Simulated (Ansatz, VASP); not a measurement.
## GaGe3 in VASP and in Ansatz

```
Ge Ga
1.0
     4.24975    0.00000    0.00000
     0.00000    4.24975    0.00000
     0.00000    0.00000    4.24975
Ge Ga
3 1
Direct
  0.50000 0.50000 0.00000
  0.50000 0.00000 0.50000
  0.00000 0.50000 0.50000
  0.00000 0.00000 0.00000
```

Change from the starting cell: volume scaled by 0.98.

Alike in both runs: task single point; functional LDA; k mesh 6 × 6 × 6; occupations fermi-dirac, width 0.05 eV; no spin polarisation.

```csv
,VASP,Ansatz
version,VASP 6.6.1,Ansatz 0.2.0
potentials or method,"VASP PAW LDA potentials, release 64 (Ge_d, Ga_d), cutoff 520 eV","all-electron LAPW, scalar-relativistic"
```

```csv
,VASP,Ansatz,Ansatz less VASP
gap on the k mesh at the Fermi level (eV),none,none,-
pressure (GPa),-3.8,-3.8,+0.01
```

LDA's correlation is that of Perdew and Zunger in VASP and of Perdew and Wang (1992) in Ansatz. A gap of «none» marks a metal or a gap that the smearing closes. Ansatz ran all-electron here, and VASP with PAW potentials.
